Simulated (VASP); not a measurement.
Input of a VASP 6.6.1 run:

Contents of INCAR:

```
SYSTEM = HoPb3
  PREC = Accurate
  ENCUT = 520
  EDIFF = 1E-7
  ISMEAR = 0
  SIGMA = 0.05
  LREAL = .False.
  LASPH = .True.
  NELM = 150
  ALGO = Normal
  ISIF = 2
  LWAVE = .False.
  LCHARG = .False.
  ISPIN = 2
  MAGMOM = 3.75 0 0 0
  LORBIT = 11
  LMAXMIX = 6
  GGA = PS
  NBANDS = 44
```

File KPOINTS:

```
Automatic mesh
0
Gamma
  6 6 6
  0 0 0
```

File POSCAR:

```
HoPb3
1.0
    4.8223596809      0.0000000000      0.0000000000
    0.0000000000      4.8223596809      0.0000000000
    0.0000000000      0.0000000000      4.8223596809
Ho Pb
1 3
Direct
    0.0000000000      0.0000000000      0.0000000000
    0.0000000000      0.5000000000      0.5000000000
    0.5000000000      0.5000000000      0.0000000000
    0.5000000000      0.0000000000      0.5000000000
```

Potentials or basis: VASP PAW PBE potentials, release 64 (Ho, Pb_d).

Launch:

```console
$ cat potpaw_PBE.64/Ho/POTCAR potpaw_PBE.64/Pb_d/POTCAR > POTCAR
$ mpirun -np 1 vasp_std > vasp.out
```

Q: Estimate the net moment.

A: 3.45 μB per cell.

Q: Predict the pressure.

A: -0.3 GPa.

Q: What does it give for the site moments?

A: Ho +3.44; Pb -0.01 μB.

Caveat: the magnetic or orbital state may not be the lowest; the PAW data sets were made with another functional, which shifts forces and pressure a little. The state reached can hang on the start; a lower one may exist.
